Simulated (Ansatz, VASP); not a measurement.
**Mo: VASP beside Ansatz**

```xyz
1
Lattice="-1.5427 1.5427 1.5427 1.5427 -1.5427 1.5427 1.5427 1.5427 -1.5427" Properties=species:S:1:pos:R:3 pbc="T T T"
Mo    0.0000    0.0000    0.0000
```

Alike in both runs: task single point; functional PBE; k mesh 18 × 18 × 18; occupations fermi-dirac, width 0.1 eV; no spin polarisation.

|  | VASP | Ansatz |
| --- | --- | --- |
| version | VASP 6.6.1 | Ansatz 0.2.0 |
| potentials or method | VASP PAW PBE potentials, release 64 (Mo_sv), cutoff 520 eV | scalar-relativistic, plane waves, PAW |
| valence electrons in the cell | 14 | 14 |

|  | VASP | Ansatz | Ansatz less VASP |
| --- | --- | --- | --- |
| gap on the k mesh at the Fermi level (eV) | none | none | - |
| pressure (GPa) | 22.7 | 22.0 | -0.69 |

A gap of «none» marks a metal or a gap that the smearing closes.
